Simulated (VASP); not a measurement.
# NiPt (P4/mmm) in VASP: notebook

NiPt is run at these levels: LDA; tasks: single point.

Everything below comes from runs of VASP 6.6.1. Logs are shortened: lines on timing, memory, paths and dates and some standing lists are left out, and cuts for length are marked.

## 1. The cell of the first run

The structure is tetragonal, space group P4/mmm (No. 123). Conventional cell: a = 2.359 Å, b = 2.359 Å, c = 3.115 Å, α = 90.00°, β = 90.00°, γ = 90.00°. Ni (site symmetry 4/mmm) has 8 Pt at 2.28 Å and 4 Ni at 2.36 Å within 3.0 Å. Pt (site symmetry 4/mmm) has 8 Ni at 2.28 Å and 4 Pt at 2.36 Å within 3.0 Å.

## 2. Single point, LDA, collinear spin, ferromagnetic start (volume scaled by 0.66)

Input file INCAR:

```
SYSTEM = NiPt
PREC     = Accurate       ! precision mode
ENCUT    = 520            ! plane-wave cutoff, eV
EDIFF    = 1E-6           ! SCF threshold, eV
ISMEAR   = -1             ! smearing method
SIGMA    = 0.1            ! smearing width, eV
LREAL    = .False.        ! projectors in reciprocal space
LASPH    = .True.         ! aspherical terms in the spheres
NELM     = 150            ! most SCF steps
ALGO     = Normal         ! electronic algorithm
ISIF     = 2              ! what is computed and relaxed
LWAVE    = .False.        ! write WAVECAR
LCHARG   = .False.        ! write CHGCAR
ISPIN    = 2              ! spin polarisation
MAGMOM   = 1.5 0.6        ! initial moments
LORBIT   = 11             ! projections on sites
LMAXMIX  = 4              ! l up to which the mixer works
NBANDS   = 21             ! bands
```

Input file KPOINTS:

```
Automatic mesh
0
Gamma
  11 11 8
  0 0 0
```

Input file POSCAR:

```
NiPt
1.0
    2.3594328455      0.0000000000      0.0000000000
    0.0000000000      2.3594328455      0.0000000000
    0.0000000000      0.0000000000      3.1154956867
Ni Pt
1 1
Direct
    0.5000000000      0.5000000000      0.5000000000
    0.0000000000      0.0000000000      0.0000000000
```

Potentials or basis: VASP PAW LDA potentials, release 64 (Ni, Pt).

Run with:

```sh
$ cat potpaw_LDA.64/Ni/POTCAR potpaw_LDA.64/Pt/POTCAR > POTCAR
$ mpirun -np 1 vasp_std > vasp.out
```

OUTCAR:

```text
SYSTEM = NiPt
   PREC = Accurate
   ENCUT = 520
   EDIFF = 1E-6
   ISMEAR = -1
   LREAL = .False.
   LASPH = .True.
   NELM = 150
   ISIF = 2
   ISPIN = 2
   LORBIT = 11

 ion  position               nearest neighbor table
   1  0.500  0.500  0.500-   2 2.28   2 2.28   2 2.28   2 2.28   2 2.28   2 2.28   2 2.28   2 2.28

   2  0.000  0.000  0.000-   1 2.28   1 2.28   1 2.28   1 2.28   1 2.28   1 2.28   1 2.28   1 2.28

  LATTYP: Found a simple tetragonal cell.
 ALAT       =     2.3594328455
 C/A-ratio  =     1.3204426194

  Lattice vectors:

 A1 = (   2.3594328455,   0.0000000000,   0.0000000000)
 A2 = (   0.0000000000,   2.3594328455,   0.0000000000)
 A3 = (   0.0000000000,   0.0000000000,   3.1154956867)

Analysis of symmetry for initial positions (statically):
=====================================================================
 Subroutine PRICEL returns:
 Original cell was already a primitive cell.

 Routine SETGRP: Setting up the symmetry group for a
 simple tetragonal supercell.

 Subroutine GETGRP returns: Found 16 space group operations
 (whereof 16 operations were pure point group operations)
 out of a pool of 16 trial point group operations.

The static configuration has the point symmetry D_4h.

Analysis of symmetry for dynamics (positions and initial velocities):
=====================================================================
 Subroutine PRICEL returns:
 Original cell was already a primitive cell.

 Routine SETGRP: Setting up the symmetry group for a
 simple tetragonal supercell.

 Subroutine GETGRP returns: Found 16 space group operations
 (whereof 16 operations were pure point group operations)
 out of a pool of 16 trial point group operations.

The dynamic configuration has the point symmetry D_4h.

Analysis of structural, dynamic, and magnetic symmetry:
=====================================================================
 Subroutine PRICEL returns:
 Original cell was already a primitive cell.

 Routine SETGRP: Setting up the symmetry group for a
 simple tetragonal supercell.

 Subroutine GETGRP returns: Found 16 space group operations
 (whereof 16 operations were pure point group operations)
 out of a pool of 16 trial point group operations.

The overall configuration has the point symmetry D_4h.

 Subroutine INISYM returns: Found 16 space group operations
 (whereof 16 operations are pure point group operations),
 and found     1 'primitive' translations

----------------------------------------------------------------------------------------

                                     Primitive cell

  volume of cell :      17.3437

  direct lattice vectors                    reciprocal lattice vectors
     2.359432846  0.000000000  0.000000000     0.423830668  0.000000000  0.000000000
     0.000000000  2.359432846  0.000000000     0.000000000  0.423830668  0.000000000
     0.000000000  0.000000000  3.115495687     0.000000000  0.000000000  0.320976211

  length of vectors
     2.359432846  2.359432846  3.115495687     0.423830668  0.423830668  0.320976211

  position of ions in fractional coordinates (direct lattice)
     0.500000000  0.500000000  0.500000000
     0.000000000  0.000000000  0.000000000

  ion indices of the primitive-cell ions
   primitive index   ion index
                 1           1
                 2           2

----------------------------------------------------------------------------------------

 KPOINTS: Automatic mesh

Automatic generation of k-mesh.
 Grid dimensions read from file:
 generate k-points for:   11   11    8

 Generating k-lattice:

  Cartesian coordinates                     Fractional coordinates (reciprocal lattice)
     0.038530061  0.000000000  0.000000000     0.090909091  0.000000000  0.000000000
     0.000000000  0.038530061  0.000000000     0.000000000  0.090909091  0.000000000
     0.000000000  0.000000000  0.040122026     0.000000000  0.000000000  0.125000000

  Length of vectors
     0.038530061  0.038530061  0.040122026

  Shift w.r.t. Gamma in fractional coordinates (k-lattice)
     0.000000000  0.000000000  0.000000000

 Subroutine IBZKPT returns following result:
 ===========================================

 Found    105 irreducible k-points:

 Following reciprocal coordinates:
            Coordinates               Weight
  0.000000  0.000000  0.000000      1.000000
  0.090909  0.000000  0.000000      4.000000
  0.181818  0.000000  0.000000      4.000000
  0.272727  0.000000  0.000000      4.000000
  0.363636  0.000000  0.000000      4.000000
  0.454545  0.000000  0.000000      4.000000
[... 16 lines left out ...]
  0.090909  0.000000  0.125000      8.000000
  0.181818  0.000000  0.125000      8.000000
 [... further k-points ...]
   k-points           NKPTS =    105   k-points in BZ     NKDIM =    105   number of bands    NBANDS=     21
   number of dos      NEDOS =    301   number of ions     NIONS =      2
   total plane-waves  NPLWV =   7776
   dimension x,y,z NGX =    18 NGY =   18 NGZ =   24
   dimension x,y,z NGXF=    36 NGYF=   36 NGZF=   48
   ions per type =               1   1
   NGX,Y,Z   is equivalent  to a cutoff of  12.68, 12.68, 12.81 a.u.
   NGXF,Y,Z  is equivalent  to a cutoff of  25.37, 25.37, 25.61 a.u.
 SYSTEM =  NiPt
   PREC   = accura    normal or accurate (medium, high low for compatibility)
   ISTART =      0    job   : 0-new  1-cont  2-samecut
   ICHARG =      2    charge: 1-file 2-atom 10-const
   ISPIN  =      2    spin polarized calculation?
   LNONCOLLINEAR =      F non collinear calculations
   LSORBIT =      F    spin-orbit coupling
   LASPH  =      T    aspherical Exc in radial PAW
   ENCUT  =  520.0 eV  38.22 Ry    6.18 a.u.   4.39  4.39  5.79*2*pi/ulx,y,z
   NELM   =    150;   NELMIN=  2; NELMDL= -5     # of ELM steps
   EDIFF  = 0.1E-05   stopping-criterion for ELM
   LREAL  =      F    real-space projection
   EDIFFG = 0.1E-04   stopping-criterion for IOM
   NSW    =      0    number of steps for IOM
   IBRION =     -1    ionic relax: 0-MD 1-quasi-New 2-CG
   NFREE  =      0    steps in history (QN), initial steepest desc. (CG)
   ISIF   =      2    stress and relaxation
   ISYM   =      2    0-nonsym 1-usesym 2-fastsym
   POTIM  = 0.5000    time-step for ionic-motion
   TEBEG  =    0.0;   TEEND  =   0.0 temperature during run
   PSTRESS=    0.0 pullay stress
   NELECT =      20.0000    total number of electrons
   NUPDOWN=      -1.0000    fix difference up-down
   EMIN   =  10.00;   EMAX   =-10.00  energy-range for DOS
   EFERMI =   0.00;   METHOD = LEGACY
   ISMEAR =    -1;   SIGMA  =   0.10  broadening in eV -4-tet -1-fermi 0-gaus
   EFERMI_NEDOS =   21; number of points for ismear=-14 and -15
   IALGO  =     38    algorithm
   IMIX   =      4    mixing-type and parameters
     AMIX     =   0.40;   BMIX     =  1.00
     AMIX_MAG =   1.60;   BMIX_MAG =  1.00
  volume/ion in A,a.u.               =       8.67        58.52
  Fermi-wavevector in a.u.,A,eV,Ry     =   1.716738  3.244164 40.098948  2.947190
  Thomas-Fermi vector in A             =   2.793868
   LORBIT       =     11    0 simple, 1 ext, 2 COOP (PROOUT), +10 PAW based schemes
   GGA     = CA    functional components
   LHFCALC =     F    Hartree Fock is set to
   AEXX    =    0.0000 exact exchange contribution
   IVDW    =     0    specifies the selected vdW correction
   LEPSILON=     F    determine dielectric tensor
   LRPA    =     F    only Hartree local field effects (RPA)
 spin polarized calculation
  energy-cutoff  :      520.00
  volume of cell :       17.34
 maximum number of plane-waves:       481
 NGX is ok and might be reduce to    18
   NGX =  9   NGY =  9   NGZ = 11

 number of electron      20.0000005 magnetization       0.0022829

 number of electron      20.0000005 magnetization      -0.0010052

 Free energy of the ion-electron system (eV)
  ---------------------------------------------------
  ext. energy  EPLUGINS =         0.00000000
  ---------------------------------------------------
  free energy    TOTEN  =       -10.09207057 eV

  energy without entropy =      -10.03794472  energy(sigma->0) =      -10.06500765

 E-fermi :  18.9565     XC(G=0): -16.1401

 val. band max:       18.9205694789   @ k =   0.3636   0.1818   0.0000
 cond. band min:      18.9605249634   @ k =   0.1818   0.1818   0.3750
 fundamental gap:      0.0399554845
 Fermi energy:        18.9565445732

 spin component 1

 k-point     1 :       0.0000    0.0000    0.0000
  band No.  band energies     occupation
      1       4.8362      1.00000
      2       8.0326      1.00000
      3       8.0780      1.00000
      4      13.6732      1.00000
      5      13.6732      1.00000
      6      15.1561      1.00000
[... 13 lines left out ...]
     20      45.5539      0.00000
     21      47.1776      0.00000
[... 529 lines left out ...]
 k-point    24 :       0.1818    0.0000    0.1250
  band No.  band energies     occupation
      1       6.2836      1.00000
      2       8.7648      1.00000
      3       9.5473      1.00000
      4      12.8509      1.00000
      5      14.0771      1.00000
      6      15.3228      1.00000
[... 13 lines left out ...]
     20      48.9193      0.00000
     21      49.6980      0.00000

 [... further k-points ...]

 spin component 2

 k-point     1 :       0.0000    0.0000    0.0000
  band No.  band energies     occupation
      1       4.8357      1.00000
      2       8.0323      1.00000
      3       8.0777      1.00000
      4      13.6732      1.00000
      5      13.6732      1.00000
      6      15.1560      1.00000
[... 13 lines left out ...]
     20      45.5536      0.00000
     21      47.1772      0.00000
[... 529 lines left out ...]
 k-point    24 :       0.1818    0.0000    0.1250
  band No.  band energies     occupation
      1       6.2832      1.00000
      2       8.7645      1.00000
      3       9.5470      1.00000
      4      12.8508      1.00000
      5      14.0771      1.00000
      6      15.3228      1.00000
[... 13 lines left out ...]
     20      48.9189      0.00000
     21      49.6979      0.00000

 [... further k-points ...]

------------------------ aborting loop because EDIFF is reached ----------------------------------------

  FORCE on cell =-STRESS in cart. coord.  units (eV):
  Direction    XX          YY          ZZ          XY          YZ          ZX
  --------------------------------------------------------------------------------------
  -------------------------------------------------------------------------------------
  Total       28.2676707     28.2676707     25.9452825      0.0000000      0.0000000      0.0000000
  in kB     2611.3086608   2611.3086608   2396.7712692      0.0000000      0.0000000      0.0000000
  external PRESSURE =    2539.7961970 kB  Pullay stress =       0.0000000 kB

 VOLUME and BASIS-vectors are now :
 -----------------------------------------------------------------------------
  energy-cutoff  :      520.00
  volume of cell :       17.34
      direct lattice vectors                 reciprocal lattice vectors
     2.359432846  0.000000000  0.000000000     0.423830668  0.000000000  0.000000000
     0.000000000  2.359432846  0.000000000     0.000000000  0.423830668  0.000000000
     0.000000000  0.000000000  3.115495687     0.000000000  0.000000000  0.320976211

 POSITION                                       TOTAL-FORCE (eV/Angst)
 -----------------------------------------------------------------------------------
      1.17972      1.17972      1.55775         0.000000      0.000000      0.000000
      0.00000      0.00000      0.00000         0.000000      0.000000      0.000000
 -----------------------------------------------------------------------------------
    total drift:                                0.000000     -0.000000     -0.000000

  FREE ENERGIE OF THE ION-ELECTRON SYSTEM (eV)
  ---------------------------------------------------
  free  energy   TOTEN  =       -10.0920705742 eV

  energy  without entropy=      -10.0379447208  energy(sigma->0) =      -10.06500765

 total charge

# of ion       s       p       d       tot
------------------------------------------
    1        0.679   1.017   8.818  10.514
    2        0.998   1.317   8.621  10.937
--------------------------------------------------
tot          1.677   2.334  17.440  21.451

 magnetization (x)

# of ion       s       p       d       tot
------------------------------------------
    1       -0.000  -0.000   0.000   0.000
    2       -0.000  -0.000  -0.000  -0.000
--------------------------------------------------
tot         -0.000  -0.000   0.000  -0.000
```

Run time: 43 s. Hardware: 1 thread of Intel Xeon Platinum 8488C (Sapphire Rapids), shared host; peak memory 0.17 GiB.

What came out:

- Free energy: -10.0921 eV
- Pressure: 254.0 GPa
- Band gap on the k mesh: zero (filled and empty bands overlap)
- Net moment: 0.00 μB per cell

Caveat: the starting moments collapsed, and a magnetic state may lie lower; spin-orbit coupling is left out, which moves the levels of the heavy elements.

[end of part 1 of 2]
